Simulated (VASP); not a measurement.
Here is a VASP 6.6.1 calculation.

File INCAR:

```
  PREC = Accurate
  ENCUT = 600
  EDIFF = 1E-6
  ISMEAR = 0
  SIGMA = 0.1
  LREAL = False
  LASPH = True
  NELM = 80
  ALGO = Normal
  ISIF = 3
  LWAVE = False
  LCHARG = False
  GGA = PE
  IBRION = 2
  NSW = 90
  EDIFFG = -0.04
```

The input KPOINTS:

```
Automatic mesh
0
Gamma
  6 6 6
```

POSCAR

```
Ta2NbO3
1.0
    5.1632103200      0.0000000000      0.0000000000
   -2.5816051600      4.4714713000      0.0000000000
    0.0000000000      0.0000000000      3.0632669900
Ta Nb O
2 1 3
Direct
    0.3333333300      0.6666666700      0.0000000000
    0.6666666700      0.3333333300      0.0000000000
    0.0000000000      0.0000000000      0.0000000000
    0.5000000000      0.0000000000      0.5000000000
    0.5000000000      0.5000000000      0.5000000000
    0.0000000000      0.5000000000      0.5000000000
```

Potentials or basis: VASP PAW PBE potentials, release 64 (Ta_pv, Nb_sv, O).

The run is started by

```console
$ cat potpaw_PBE.64/Ta_pv/POTCAR potpaw_PBE.64/Nb_sv/POTCAR potpaw_PBE.64/O/POTCAR > POTCAR
$ mpirun -np 1 vasp_std > vasp.out
```

Task: What does it give for the space group after relaxing (to 0.1 Å)?

Result: P6/mmm (No. 191).

Task: What does it give for the band gap on the k mesh?

Result: Zero (an odd number of electrons rules out a gap without spin polarisation).

Task: Predict the relaxed volume.

Result: 12.32 Å³/atom.

The path:
```tsv
step	energy change (eV)	largest force (eV/Å)	pressure (GPa)	volume (Å³)
1	0.0000	0.0000	12.43	70.72
2	0.1242	0.0000	-16.25	80.41
3	-0.2136	0.0000	-2.42	74.84
4	-0.2138	0.0000	-2.18	74.75
5	-0.2459	0.0000	-0.07	73.80
6	-0.2463	0.0000	-0.29	73.89
```

Caveat: spin-orbit coupling is left out, which moves the levels of the heavy elements; an odd number of electrons without spin polarisation forces a metal; a magnetic or distorted state may lie lower.
